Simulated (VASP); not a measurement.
Wanted: the native input for a VASP 6.6.1 run.

```
Task                                : relaxation of the atoms
Functional                          : PBE
Potentials or basis                 : VASP PAW PBE potentials, release 64 (Si, Mo_sv, C)
Cutoff                              : 520 eV
k mesh                              : 8 × 8 × 1
Occupations                         : gaussian, width 0.1 eV
Spin                                : no spin polarisation
Dipole correction                   : yes
Atoms held fixed (from 0)           : [0, 1, 2, 3, 4, 5]
Further INCAR settings              : ALGO = Fast; EDIFF = 1e-06; IBRION = 2; EDIFFG = -0.025; NSW = 36
Atoms held along some axes (from 0) : atom 6 along a and b
```

The structure of Si4Mo2C lies in POSCAR:

```
Si4Mo2C
1.0
    3.2169717285      0.0000000000      0.0000000000
    0.0000000000      3.2169717285      0.0000000000
    0.0000000000      0.0000000000     21.8787970046
Si Mo C
4 2 1
Selective dynamics
Direct
    0.0000000000      0.0000000000      0.1828254085  F F F
    0.0000000000      0.0000000000      0.3015081460  F F F
    0.5000000000      0.5000000000      0.3593659936  F F F
    0.5000000000      0.5000000000      0.4743769505  F F F
    0.5000000000      0.5000000000      0.2421667772  F F F
    0.0000000000      0.0000000000      0.4192862006  F F F
    0.8750000000      1.0000000000      0.5083198669  F F T
```

One way to write it, as run:

INCAR

```
SYSTEM = Si4Mo2C
PREC     = Accurate       ! precision mode
ENCUT    = 520            ! plane-wave cutoff, eV
EDIFF    = 1E-6           ! SCF threshold, eV
ISMEAR   = 0              ! smearing method
SIGMA    = 0.1            ! smearing width, eV
LREAL    = .FALSE.        ! projectors in reciprocal space
LASPH    = .TRUE.         ! aspherical terms in the spheres
NELM     = 60             ! most SCF steps
ALGO     = Fast           ! electronic algorithm
ISIF     = 2              ! what is computed and relaxed
LWAVE    = .FALSE.        ! write WAVECAR
LCHARG   = .FALSE.        ! write CHGCAR
LDIPOL   = .TRUE.       
IDIPOL   = 3            
DIPOL    = 0.5 0.5 0.355
GGA      = PE             ! functional
IBRION   = 2              ! ionic algorithm
NSW      = 36             ! ionic steps
EDIFFG   = -0.025         ! ionic threshold
```

KPOINTS

```
Automatic mesh
0
G
  8 8 1
  0 0 0
```

Potentials or basis: VASP PAW PBE potentials, release 64 (Si, Mo_sv, C).

Run with:

```bash
$ cat potpaw_PBE.64/Si/POTCAR potpaw_PBE.64/Mo_sv/POTCAR potpaw_PBE.64/C/POTCAR > POTCAR
$ mpirun -np 1 vasp_std > vasp.out
```

It gave:

The energy gained by relaxing is 0.3 meV/atom. The ionic steps are 3 and the band gap on the k mesh is zero (bands 24 and 25 overlap by 0.23 eV).

It took 10 min on 1 thread of Oxide Virtual Turin-like Processor, on a shared host, peak memory 0.36 GiB.
